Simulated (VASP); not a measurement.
**SiF: single point with PBE**

SiF:

```xyz
2
Lattice="3.0286 0.0000 0.0000 0.0000 3.0286 0.0000 0.0000 0.0000 3.0286" Properties=species:S:1:pos:R:3 pbc="T T T"
Si    1.4857    1.4919    1.4647
F     0.0238   -0.0314    0.0062
```

This cell differs from its parent crystal: atoms moved at random.

```yaml
Program: VASP 6.6.1
Task: single point
Functional: PBE
Potentials_or_basis: VASP PAW PBE potentials, release 64 (Si, F)
Cutoff: 520 eV
k_mesh: 9 × 9 × 9
Occupations: fermi-dirac, width 0.05 eV
Spin: no spin polarisation
Dipole_correction: no
Further_INCAR_settings: ALGO = Normal; EDIFF = 1e-06; NBANDS = 12
```

```json
{
  "Pressure": "0.1 GPa",
  "Largest force": "0.054 eV/Å"
}
```

Forces on the atoms (eV/Å):
```
Si  -0.036  0.006 -0.039
F    0.036 -0.006  0.039
```

Stress tensor (GPa, compression positive):
```
 0.01  0.03 -0.15
 0.03  0.19  0.03
-0.15  0.03 -0.01
```

Levels at points of the mesh, in eV from the Fermi level:
```
           k point  band 3  band 4  band 5  band 6  band 7  band 8
(0.00, 0.00, 0.00)   -5.24   -5.24   -5.23    5.05    5.12    5.15
```

Run time: 88 s on 1 thread of Intel Xeon 6975P-C, with other jobs on the host, peak memory 0.22 GiB.

Caveat: the cell differs from its parent crystal (atoms moved at random); an odd number of electrons without spin polarisation forces a metal; a magnetic or distorted state may lie lower.
